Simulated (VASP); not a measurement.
Write the native input for VASP 6.6.1 that does the following.

| Property | Result |
| --- | --- |
| Task | single point |
| Functional | LDA |
| Potentials or basis | VASP PAW LDA potentials, release 64 (B) |
| Cutoff | 520 eV |
| k mesh | 17 × 17 × 5 |
| Occupations | fermi-dirac, width 0.1 eV |
| Spin | no spin polarisation |
| Dipole correction | no |
| Further INCAR settings | ALGO = Normal; EDIFF = 1e-06; NBANDS = 14 |

The structure of B lies in POSCAR:

```
B
1.0
    1.6962230524      0.0000000000      0.0000000000
   -0.8481115262      1.4689722538      0.0000000000
    0.0000000000      0.0000000000     13.8723875565
B
4
Direct
    0.0000000000      1.0000000000      0.0000000000
    0.0000000000      0.0000000000      0.5000000000
    0.3333333333      0.6666666667      0.2500000000
    0.6666666667      0.3333333333      0.7500000000
```

These files were run (other wordings do the same):

INCAR

```
PREC = Accurate ; ENCUT = 520
EDIFF = 1E-6 ; ISMEAR = -1
SIGMA = 0.1 ; LREAL = False
LASPH = True ; NELM = 80
ALGO = Normal ; ISIF = 2
LWAVE = False ; LCHARG = False
GGA = CA ; NBANDS = 14
```

KPOINTS

```
regular mesh
0
Gamma
  17 17 5
```

Potentials or basis: VASP PAW LDA potentials, release 64 (B).

The run is started by

```bash
$ cat potpaw_LDA.64/B/POTCAR > POTCAR
$ mpirun -np 1 vasp_std > vasp.out
```

Results of the run:

```
Pressure               : 0.1 GPa
Band gap on the k mesh : zero (band 6 reaches 8.89 eV, above the bottom of band 7 at -2.06 eV)
```

It took 26 s on 1 thread of AMD EPYC 9R45 96-Core Processor (Zen 5) (shared host), peak memory 0.12 GiB.
